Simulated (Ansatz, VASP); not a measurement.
**Ga: VASP beside Ansatz**

```
Ga
1.0
    -1.40255    1.40255    2.27222
     1.40255   -1.40255    2.27222
     1.40255    1.40255   -2.27222
Ga
1
Direct
  0.00000 0.00000 0.00000
```

Alike in both runs: functional r2SCAN; k mesh 20 × 20 × 20; occupations gaussian, width 0.1 eV; no spin polarisation.

Ansatz relaxed the structure, and its values are those at the end. VASP's run is a single point on that final structure, the one shown.

|  | VASP | Ansatz |
| --- | --- | --- |
| version | VASP 6.6.1 | Ansatz 0.2.0 |
| potentials or method | VASP PAW PBE potentials, release 64 (Ga_d), cutoff 520 eV | scalar-relativistic, plane waves, PAW |
| valence electrons in the cell | 13 | 13 |

|  | VASP | Ansatz | Ansatz less VASP |
| --- | --- | --- | --- |
| gap on the k mesh at the Fermi level (eV) | none | none | - |
| pressure (GPa) | 0.0 | 0.0 | +0.01 |

VASP's potentials were made for PBE, not for r2SCAN. A gap of «none» marks a metal or a gap that the smearing closes.
